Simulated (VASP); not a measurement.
# Be2ZnO3 (Cmmm) in VASP: single point with PBE

Aim: the single point of Be2ZnO3 with PBE.

All numbers are computed with VASP 6.6.1; they aren't measurements. Logs are shortened: lines on timing, memory, paths and dates and some standing lists are left out, and cuts for length are marked.

## Step 1: The cell of the first run

The structure is orthorhombic, space group Cmmm (No. 65). Conventional cell: a = 6.069 Å, b = 7.567 Å, c = 3.660 Å, α = 90.00°, β = 90.00°, γ = 90.00°. Be (site symmetry m2m) has 1 O at 1.45 Å within 1.9 Å. Zn (site symmetry mmm) has 2 O at 1.83 Å and 2 Be at 2.33 Å within 2.4 Å. O (site symmetry mmm) has 2 O at 1.83 Å and 4 Be at 2.33 Å within 2.4 Å. O (site symmetry mmm) has 2 Zn at 1.83 Å within 2.4 Å. O (site symmetry mmm) has 2 Be at 1.45 Å and 2 O at 1.83 Å within 1.9 Å.

The cell was built from a structure type or drawn by symmetry, and may not be a known phase.

## Step 2: Single point, PBE

Contents of INCAR:

```
SYSTEM = Be2ZnO3
PREC = Accurate ; ENCUT = 600
EDIFF = 1E-6 ; ISMEAR = 0
SIGMA = 0.15 ; LREAL = .FALSE.
LASPH = .TRUE. ; NELM = 120
ALGO = Normal ; ISIF = 2
LWAVE = .FALSE. ; LCHARG = .FALSE.
GGA = PE ; NBANDS = 26
GGA_COMPAT = .FALSE.
```

Contents of KPOINTS:

```
Automatic mesh
0
G
  3 3 3
  0 0 0
```

Contents of POSCAR:

```
Be2ZnO3
1.0
    3.0343273429     -3.7833477893      0.0000000000
    3.0343273429      3.7833477893      0.0000000000
    0.0000000000      0.0000000000      3.6596126551
Be Zn O
2 1 3
Direct
    0.1914906492      0.8085093508      0.0000000000
    0.8085093508      0.1914906492      0.0000000000
    0.5000000000      0.5000000000      0.0000000000
    0.0000000000      0.0000000000      0.5000000000
    0.5000000000      0.5000000000      0.5000000000
    0.0000000000      0.0000000000      0.0000000000
```

Potentials or basis: VASP PAW PBE potentials, release 64 (Be, Zn, O).

Launch:

```console
$ cat potpaw_PBE.64/Be/POTCAR potpaw_PBE.64/Zn/POTCAR potpaw_PBE.64/O/POTCAR > POTCAR
$ mpirun -np 1 vasp_std > vasp.out
```

OUTCAR:

```text
SYSTEM = Be2ZnO3
   PREC = Accurate
   ENCUT = 600
   EDIFF = 1E-6
   ISMEAR = 0
   LREAL = .FALSE.
   LASPH = .TRUE.
   NELM = 120
   ISIF = 2
   GGA = PE

 ion  position               nearest neighbor table
   1  0.191  0.809  0.000-   6 1.45   3 2.33
   2  0.809  0.191  0.000-   6 1.45   3 2.33
   3  0.500  0.500  0.000-   5 1.83   5 1.83   1 2.33   2 2.33
   4  0.000  0.000  0.500-   6 1.83   6 1.83
   5  0.500  0.500  0.500-   3 1.83   3 1.83
   6  0.000  0.000  0.000-   1 1.45   2 1.45   4 1.83   4 1.83

  LATTYP: Found a base centered orthorhombic cell.
 ALAT       =     6.0686546858
 B/A-ratio  =     1.2468489262
 C/A-ratio  =     0.6030352433

  Lattice vectors:

 A1 = (   3.0343273429,  -3.7833477893,   0.0000000000)
 A2 = (   3.0343273429,   3.7833477893,   0.0000000000)
 A3 = (   0.0000000000,   0.0000000000,   3.6596126551)

Analysis of symmetry for initial positions (statically):
=====================================================================
 Subroutine PRICEL returns:
 Original cell was already a primitive cell.

 Routine SETGRP: Setting up the symmetry group for a
 base centered orthorhombic supercell.

 Subroutine GETGRP returns: Found  8 space group operations
 (whereof  8 operations were pure point group operations)
 out of a pool of  8 trial point group operations.

The static configuration has the point symmetry D_2h.

Analysis of symmetry for dynamics (positions and initial velocities):
=====================================================================
 Subroutine PRICEL returns:
 Original cell was already a primitive cell.

 Routine SETGRP: Setting up the symmetry group for a
 base centered orthorhombic supercell.

 Subroutine GETGRP returns: Found  8 space group operations
 (whereof  8 operations were pure point group operations)
 out of a pool of  8 trial point group operations.

The dynamic configuration has the point symmetry D_2h.

 Subroutine INISYM returns: Found  8 space group operations
 (whereof  8 operations are pure point group operations),
 and found     1 'primitive' translations

----------------------------------------------------------------------------------------

                                     Primitive cell

  volume of cell :      84.0241

  direct lattice vectors                    reciprocal lattice vectors
     3.034327343 -3.783347789  0.000000000     0.164781167 -0.132158085  0.000000000
     3.034327343  3.783347789  0.000000000     0.164781167  0.132158085  0.000000000
     0.000000000  0.000000000  3.659612655     0.000000000  0.000000000  0.273252963

  length of vectors
     4.849831226  4.849831226  3.659612655     0.211231135  0.211231135  0.273252963

  position of ions in fractional coordinates (direct lattice)
     0.191490649  0.808509351  0.000000000
     0.808509351  0.191490649  0.000000000
     0.500000000  0.500000000  0.000000000
     0.000000000  0.000000000  0.500000000
     0.500000000  0.500000000  0.500000000
     0.000000000  0.000000000  0.000000000

  ion indices of the primitive-cell ions
   primitive index   ion index
                 1           1
                 2           2
                 3           3
                 4           4
                 5           5
                 6           6

----------------------------------------------------------------------------------------

 KPOINTS: Automatic mesh

Automatic generation of k-mesh.
 Grid dimensions read from file:
 generate k-points for:    3    3    3

 Generating k-lattice:

  Cartesian coordinates                     Fractional coordinates (reciprocal lattice)
     0.054927056 -0.044052695  0.000000000     0.333333333  0.000000000  0.000000000
     0.054927056  0.044052695  0.000000000     0.000000000  0.333333333  0.000000000
     0.000000000  0.000000000  0.091084321     0.000000000  0.000000000  0.333333333

  Length of vectors
     0.070410378  0.070410378  0.091084321

  Shift w.r.t. Gamma in fractional coordinates (k-lattice)
     0.000000000  0.000000000  0.000000000

 Subroutine IBZKPT returns following result:
 ===========================================

 Found      8 irreducible k-points:

 Following reciprocal coordinates:
            Coordinates               Weight
  0.000000  0.000000  0.000000      1.000000
  0.333333  0.000000  0.000000      4.000000
  0.333333  0.333333  0.000000      2.000000
 -0.333333  0.333333  0.000000      2.000000
  0.000000  0.000000  0.333333      2.000000
  0.333333  0.000000  0.333333      8.000000
  0.333333  0.333333  0.333333      4.000000
 -0.333333  0.333333  0.333333      4.000000
   k-points           NKPTS =      8   k-points in BZ     NKDIM =      8   number of bands    NBANDS=     26
   number of dos      NEDOS =    301   number of ions     NIONS =      6
   total plane-waves  NPLWV =  48000
   dimension x,y,z NGX =    40 NGY =   40 NGZ =   30
   dimension x,y,z NGXF=    80 NGYF=   80 NGZF=   60
   ions per type =               2   1   3
   NGX,Y,Z   is equivalent  to a cutoff of  13.71, 13.71, 13.63 a.u.
   NGXF,Y,Z  is equivalent  to a cutoff of  27.42, 27.42, 27.26 a.u.
 SYSTEM =  Be2ZnO3
   PREC   = accura    normal or accurate (medium, high low for compatibility)
   ISTART =      0    job   : 0-new  1-cont  2-samecut
   ICHARG =      2    charge: 1-file 2-atom 10-const
   ISPIN  =      1    spin polarized calculation?
   LNONCOLLINEAR =      F non collinear calculations
   LSORBIT =      F    spin-orbit coupling
   LASPH  =      T    aspherical Exc in radial PAW
   ENCUT  =  600.0 eV  44.10 Ry    6.64 a.u.   9.69  9.69  7.31*2*pi/ulx,y,z
   NELM   =    120;   NELMIN=  2; NELMDL= -5     # of ELM steps
   EDIFF  = 0.1E-05   stopping-criterion for ELM
   LREAL  =      F    real-space projection
   EDIFFG = 0.1E-04   stopping-criterion for IOM
   NSW    =      0    number of steps for IOM
   IBRION =     -1    ionic relax: 0-MD 1-quasi-New 2-CG
   NFREE  =      0    steps in history (QN), initial steepest desc. (CG)
   ISIF   =      2    stress and relaxation
   ISYM   =      2    0-nonsym 1-usesym 2-fastsym
   POTIM  = 0.5000    time-step for ionic-motion
   TEBEG  =    0.0;   TEEND  =   0.0 temperature during run
   PSTRESS=    0.0 pullay stress
   NELECT =      34.0000    total number of electrons
   NUPDOWN=      -1.0000    fix difference up-down
   EMIN   =  10.00;   EMAX   =-10.00  energy-range for DOS
   EFERMI =   0.00;   METHOD = LEGACY
   ISMEAR =     0;   SIGMA  =   0.15  broadening in eV -4-tet -1-fermi 0-gaus
   EFERMI_NEDOS =   21; number of points for ismear=-14 and -15
   IALGO  =     38    algorithm
   IMIX   =      4    mixing-type and parameters
     AMIX     =   0.40;   BMIX     =  1.00
     AMIX_MAG =   1.60;   BMIX_MAG =  1.00
  volume/ion in A,a.u.               =      14.00        94.50
  Fermi-wavevector in a.u.,A,eV,Ry     =   1.210877  2.288225 19.949161  1.466222
  Thomas-Fermi vector in A             =   2.346410
   LORBIT       =      0    0 simple, 1 ext, 2 COOP (PROOUT), +10 PAW based schemes
   GGA     = PE    functional components
   LHFCALC =     F    Hartree Fock is set to
   AEXX    =    0.0000 exact exchange contribution
   IVDW    =     0    specifies the selected vdW correction
   LEPSILON=     F    determine dielectric tensor
   LRPA    =     F    only Hartree local field effects (RPA)
 non-spin polarized calculation
 Gauss-broadening in eV      SIGMA  =   0.15
  energy-cutoff  :      600.00
  volume of cell :       84.02
 maximum number of plane-waves:      2817
   NGX = 19   NGY = 19   NGZ = 15

 number of electron      34.0000022 magnetization

 Free energy of the ion-electron system (eV)
  ---------------------------------------------------
  ext. energy  EPLUGINS =         0.00000000
  ---------------------------------------------------
  free energy    TOTEN  =       -23.55473250 eV

  energy without entropy =      -23.55052651  energy(sigma->0) =      -23.55262950

 E-fermi :   1.0895     XC(G=0):  -8.9231

 val. band max:        0.9234307722   @ k =   0.0000   0.0000   0.3333
 cond. band min:       1.2913538667   @ k =   0.3333   0.3333   0.3333
 fundamental gap:      0.3679230945
 Fermi energy:         1.0894737949

 k-point     1 :       0.0000    0.0000    0.0000
  band No.  band energies     occupation
      1     -20.6613      2.00000
      2     -16.7976      2.00000
      3     -14.5772      2.00000
      4      -7.5092      2.00000
      5      -7.2061      2.00000
      6      -5.9518      2.00000
[... 18 lines left out ...]
     25       9.9729      0.00000
     26      10.1904      0.00000

 k-point     2 :       0.3333    0.0000    0.0000
  band No.  band energies     occupation
      1     -20.6575      2.00000
      2     -16.7965      2.00000
      3     -14.5804      2.00000
      4      -7.5032      2.00000
      5      -7.2584      2.00000
      6      -5.9267      2.00000
[... 18 lines left out ...]
     25       8.1798      0.00000
     26       9.8754      0.00000

 k-point     3 :       0.3333    0.3333    0.0000
  band No.  band energies     occupation
      1     -20.6552      2.00000
      2     -16.7927      2.00000
      3     -14.5806      2.00000
      4      -7.4960      2.00000
      5      -7.3091      2.00000
      6      -5.9031      2.00000
[... 18 lines left out ...]
     25       9.8142      0.00000
     26      10.0150      0.00000

 k-point     4 :      -0.3333    0.3333    0.0000
  band No.  band energies     occupation
      1     -20.6566      2.00000
      2     -16.7900      2.00000
      3     -14.5782      2.00000
      4      -7.4955      2.00000
      5      -7.3067      2.00000
      6      -5.9034      2.00000
[... 18 lines left out ...]
     25       9.4334      0.00000
     26       9.8169      0.00000

 k-point     5 :       0.0000    0.0000    0.3333
  band No.  band energies     occupation
      1     -20.1275      2.00000
      2     -16.5026      2.00000
      3     -16.1904      2.00000
      4      -6.9375      2.00000
      5      -6.9282      2.00000
      6      -5.9339      2.00000
[... 18 lines left out ...]
     25       9.5129      0.00000
     26      10.1605      0.00000

 k-point     6 :       0.3333    0.0000    0.3333
  band No.  band energies     occupation
      1     -20.1249      2.00000
      2     -16.4575      2.00000
      3     -16.2359      2.00000
      4      -6.9705      2.00000
      5      -6.9330      2.00000
      6      -5.9433      2.00000
[... 18 lines left out ...]
     25       8.7676      0.00000
     26      10.9051      0.00000

 k-point     7 :       0.3333    0.3333    0.3333
  band No.  band energies     occupation
      1     -20.1231      2.00000
      2     -16.4379      2.00000
      3     -16.2511      2.00000
      4      -7.0013      2.00000
      5      -6.9348      2.00000
      6      -5.9552      2.00000
[... 18 lines left out ...]
     25       9.9248      0.00000
     26      10.6381      0.00000

 k-point     8 :      -0.3333    0.3333    0.3333
  band No.  band energies     occupation
      1     -20.1241      2.00000
      2     -16.4680      2.00000
      3     -16.2171      2.00000
      4      -6.9983      2.00000
      5      -6.9330      2.00000
      6      -5.9540      2.00000
[... 18 lines left out ...]
     25       9.3037      0.00000
     26      10.2231      0.00000

------------------------ aborting loop because EDIFF is reached ----------------------------------------

  FORCE on cell =-STRESS in cart. coord.  units (eV):
  Direction    XX          YY          ZZ          XY          YZ          ZX
  --------------------------------------------------------------------------------------
  -------------------------------------------------------------------------------------
  Total       -0.0197326     -0.1630042      0.5496764      0.0000000      0.0000000      0.0000000
  in kB       -0.3762631     -3.1081757     10.4812686      0.0000000      0.0000000      0.0000000
  external PRESSURE =       2.3322766 kB  Pullay stress =       0.0000000 kB

 VOLUME and BASIS-vectors are now :
 -----------------------------------------------------------------------------
  energy-cutoff  :      600.00
  volume of cell :       84.02
      direct lattice vectors                 reciprocal lattice vectors
     3.034327343 -3.783347789  0.000000000     0.164781167 -0.132158085  0.000000000
     3.034327343  3.783347789  0.000000000     0.164781167  0.132158085  0.000000000
     0.000000000  0.000000000  3.659612655     0.000000000  0.000000000  0.273252963

 POSITION                                       TOTAL-FORCE (eV/Angst)
 -----------------------------------------------------------------------------------
      3.03433      2.33440      0.00000        -0.000000     -0.018693      0.000000
      3.03433     -2.33440      0.00000        -0.000000      0.018693      0.000000
      3.03433      0.00000      0.00000        -0.000000     -0.000000      0.000000
      0.00000      0.00000      1.82981        -0.000000     -0.000000      0.000000
      3.03433      0.00000      1.82981        -0.000000     -0.000000      0.000000
      0.00000      0.00000      0.00000         0.000000     -0.000000      0.000000
 -----------------------------------------------------------------------------------
    total drift:                               -0.000000     -0.000000     -0.000000

  FREE ENERGIE OF THE ION-ELECTRON SYSTEM (eV)
  ---------------------------------------------------
  free  energy   TOTEN  =       -23.5547324960 eV

  energy  without entropy=      -23.5505265082  energy(sigma->0) =      -23.55262950
```

Run time: 34 s. Hardware: 1 thread of Intel Xeon Platinum 8259CL at 2.50GHz (Skylake/Cascade Lake), shared host; peak memory 0.21 GiB.

What came out:

```
Free energy            : -23.5547 eV
Pressure               : 0.2 GPa
Largest force          : 0.019 eV/Å
Band gap on the k mesh : 0.37 eV (least direct gap 0.70 eV)
```

Forces on the atoms (eV/Å):
```
Be   0.000 -0.019  0.000
Be   0.000  0.019  0.000
Zn   0.000  0.000  0.000
O    0.000  0.000  0.000
O    0.000  0.000  0.000
O    0.000  0.000  0.000
```

Caveat: the k points lie up to 0.57 Å⁻¹ apart; an odd mesh through Γ misses points on the zone boundary, where band edges can lie.
